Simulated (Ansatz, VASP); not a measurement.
Ba in VASP and in Ansatz

```
CELL_PARAMETERS angstrom
-2.50650 2.50650 2.50650
2.50650 -2.50650 2.50650
2.50650 2.50650 -2.50650
ATOMIC_POSITIONS crystal
Ba 0.00000 0.00000 0.00000
```

Alike in both runs: task single point; functional PBE; k mesh 6 × 6 × 6; occupations gaussian, width 0.1 eV; no spin polarisation.

|  | VASP | Ansatz |
| --- | --- | --- |
| version | VASP 6.6.1 | Ansatz 0.2.0 |
| potentials or method | VASP PAW PBE potentials, release 64 (Ba_sv), cutoff 500 eV | scalar-relativistic, plane waves, PAW |
| valence electrons in the cell | 10 | 10 |

|  | VASP | Ansatz | Ansatz less VASP |
| --- | --- | --- | --- |
| gap on the k mesh at the Fermi level (eV) | none | none | - |
| pressure (GPa) | 0.2 | 0.1 | -0.06 |

A gap of «none» marks a metal or a gap that the smearing closes.

Neither program's run includes spin-orbit coupling.
